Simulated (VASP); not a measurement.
**B5P: single point with PBE**

B5P:

```
CELL_PARAMETERS angstrom
0.00000 3.26577 3.23008
2.97137 0.00000 3.23008
2.97137 3.26577 0.00000
ATOMIC_POSITIONS crystal
B 0.61863 0.61863 0.88137
B 0.88137 0.88137 0.61863
B 0.25108 0.74892 0.25108
B 0.74892 0.25108 0.74892
B 0.50000 0.50000 0.50000
P 0.25000 0.25000 0.25000
```

The cell was built from a structure type or drawn by symmetry, and may not be a known phase.

```json
{
  "Program": "VASP 6.6.1",
  "Task": "single point",
  "Functional": "PBE",
  "Potentials or basis": "VASP PAW PBE potentials, release 64 (B, P)",
  "Cutoff": "500 eV",
  "k mesh": "5 × 5 × 5",
  "Occupations": "gaussian, width 0.2 eV",
  "Spin": "no spin polarisation",
  "Dipole correction": "no",
  "Further INCAR settings": "ALGO = Normal; EDIFF = 1e-06; NBANDS = 19"
}
```

```json
{
  "Pressure": "0.2 GPa",
  "Largest force": "0.013 eV/Å",
  "Band gap on the k mesh": "zero (bands 10 and 11 overlap by 2.11 eV)"
}
```

Forces on the atoms (eV/Å):
```
B    0.000  0.000 -0.013
B    0.000  0.000  0.013
B    0.000 -0.010  0.000
B    0.000  0.010  0.000
B    0.000  0.000  0.000
P    0.000  0.000  0.000
```

Stress tensor (GPa, compression positive):
```
 0.59  0.00  0.00
 0.00  0.12  0.00
 0.00  0.00 -0.06
```

Levels at points of the mesh, in eV from the Fermi level:
```
           k point  band 7  band 8  band 9  band 10  band 11  band 12  band 13  band 14
(0.00, 0.00, 0.00)   -3.63   -2.95   -2.68    -1.52    -0.67    -0.52     1.95     3.90
```

It took 39 s on 1 thread of Intel Xeon 8259CL, with other jobs on the host, peak memory 0.18 GiB.
